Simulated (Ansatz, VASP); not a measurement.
**Ag: VASP beside Ansatz**

```
Ag
1.0
     0.00000    1.96138    1.87965
     1.96138    0.00000    1.87965
     1.96138    1.96138    0.00000
Ag
1
Direct
  0.00000 0.00000 0.00000
```

Change from the starting cell: strain -0.040 along x and y, -0.080 along z, atoms carried along.

Alike in both runs: task single point; functional PBEsol; k mesh 20 × 20 × 20; occupations gaussian, width 0.15 eV; no spin polarisation.

|  | VASP | Ansatz |
| --- | --- | --- |
| version | VASP 6.6.1 | Ansatz 0.2.0 |
| potentials or method | VASP PAW PBE potentials, release 64 (Ag), cutoff 520 eV | scalar-relativistic, plane waves, PAW |
| valence electrons in the cell | 11 | 19 |

Ansatz gave:

- gap on the k mesh at the Fermi level (eV): none
- pressure (GPa): 25.2
- traceless stress, the component that is largest in VASP (GPa): 1.57

Q: Estimate VASP's values.

A: gap on the k mesh at the Fermi level (eV): none; pressure (GPa): 24.6; traceless stress, the component that is largest in VASP (GPa): 1.56.

VASP's potentials were made for PBE, not for PBEsol. A gap of «none» marks a metal or a gap that the smearing closes. The functional is the same, so the differences come from potentials, cutoffs and numerics. VASP's potentials hold 11 valence electrons a cell and Ansatz's 19, so a difference there can come from the potentials and not from the codes.
